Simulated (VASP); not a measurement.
# SnSe2: single point with r2SCAN

Crystal: SnSe2.

```
CELL_PARAMETERS angstrom
3.84056 0.00000 0.00000
-1.92028 3.32602 0.00000
0.00000 0.00000 6.65512
ATOMIC_POSITIONS crystal
Sn 0.00000 0.00000 0.00000
Se 0.66667 0.33333 0.76334
Se 0.33333 0.66667 0.23666
```

```yaml
Program: VASP 6.6.1
Task: single point
Functional: r2SCAN
Potentials_or_basis: VASP PAW PBE potentials, release 64 (Sn_d, Se)
Cutoff: 520 eV
k_mesh: 12 × 12 × 4
Occupations: gaussian, width 0.02 eV
Spin: no spin polarisation
```

```
Pressure               : -0.1 GPa
Largest force          : 0.013 eV/Å
Band gap on the k mesh : 1.04 eV (least direct gap 1.45 eV)
```

Forces on the atoms (eV/Å):
```
Sn   0.000  0.000  0.000
Se   0.000  0.000 -0.013
Se   0.000  0.000  0.013
```

Stress tensor (GPa, compression positive):
```
-0.05  0.00  0.00
 0.00 -0.05  0.00
 0.00  0.00 -0.16
```

Levels at points of the mesh, in eV from the valence-band top:
```
           k point  band 9  band 10  band 11  band 12  band 13  band 14  band 15  band 16  band 17  band 18
(0.00, 0.00, 0.00)   -0.52    -0.52    -0.35    -0.16    -0.16     1.54     3.63     5.07     5.07     8.19
(0.50, 0.00, 0.00)   -4.36    -2.58    -2.37    -0.88    -0.27     1.30     4.40     6.05     6.12     7.10
(0.00, 0.00, 0.50)   -1.72    -0.56    -0.56    -0.09    -0.09     2.60     3.58     4.94     4.94     8.90
(0.50, 0.00, 0.50)   -4.58    -2.29    -2.04    -0.67    -0.45     1.04     4.75     5.34     6.29     6.53
```

It took 3.9 min on 1 thread of Intel(R) Xeon(R) 6975P-C (Granite Rapids), on a shared host, peak memory 0.28 GiB.

Caveat: the PAW data sets were made with another functional, which shifts forces and pressure a little; spin-orbit coupling is left out, which moves the levels of the heavy elements. A k mesh can miss the band edges.
